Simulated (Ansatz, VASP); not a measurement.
## Te2Mo: VASP beside Ansatz

INCAR

```
PREC = Accurate
ENCUT = 520
EDIFF = 1E-6
ISMEAR = 0
SIGMA = 0.02
LREAL = False
LASPH = True
NELM = 60
ALGO = Normal
ISIF = 2
LWAVE = False
LCHARG = False
GGA = PS
NBANDS = 20
```

File KPOINTS:

```
regular mesh
0
Gamma
  9 9 2
```

File POSCAR:

```
Te2Mo
1.0
    3.4707285611     -0.0124252125     -0.0035958351
   -1.7461248302      3.0272754725     -0.0118917216
   -0.0176992984     -0.0778068167     16.9957074767
Te Mo
2 1
Direct
    0.2860159838      0.5778967626      0.8964522362
    0.3094153218      0.6539463347      0.1006757121
    0.0712337327      0.1014869994      0.0028720517
```

Input for Ansatz:

```yaml
crystal:
  lattice:
    - [3.4707285611, -0.0124252125, -0.0035958351]
    - [-1.7461248302, 3.0272754725, -0.0118917216]
    - [-0.0176992984, -0.0778068167, 16.9957074767]
  atoms:
    - { symbol: Te, position: [0.2860159838, 0.5778967626, 0.8964522362] }
    - { symbol: Te, position: [0.3094153218, 0.6539463347, 0.1006757121] }
    - { symbol: Mo, position: [0.0712337327, 0.1014869994, 0.0028720517] }
basis:
  ecutwfc: 420
kpoints:
  mp_grid: { grid: [9, 9, 2] }
hamiltonian:
  xc: pbesol
scf:
  occupations: { method: gaussian, width: 0.02 }
output:
  forces: true
  stress: true
  eigenvalues: true
```

Change from the starting cell: all atoms moved at random, cell strained at random.

Alike in both runs: task single point; functional PBEsol; k mesh 9 × 9 × 2; occupations gaussian, width 0.02 eV; no spin polarisation.

|  | VASP | Ansatz |
| --- | --- | --- |
| version | VASP 6.6.1 | Ansatz 0.2.0 |
| potentials or method | VASP PAW PBE potentials, release 64 (Te, Mo_sv), cutoff 520 eV | scalar-relativistic, plane waves, PAW |
| valence electrons in the cell | 26 | 46 |

```csv
,VASP,Ansatz,Ansatz less VASP
gap on the k mesh at the Fermi level (eV),0.33,0.32,-0.001
least direct gap on the mesh (eV),0.58,0.58,-0.003
rms of the force components (eV/Å),3.862,3.862,-0.0001
```

VASP's potentials were made for PBE, not for PBEsol. Atom by atom the forces differ by 0.016 eV/Å (rms over components). VASP's potentials hold 26 valence electrons a cell and Ansatz's 46, so a difference there can come from the potentials and not from the codes.

Spin-orbit coupling is off throughout.
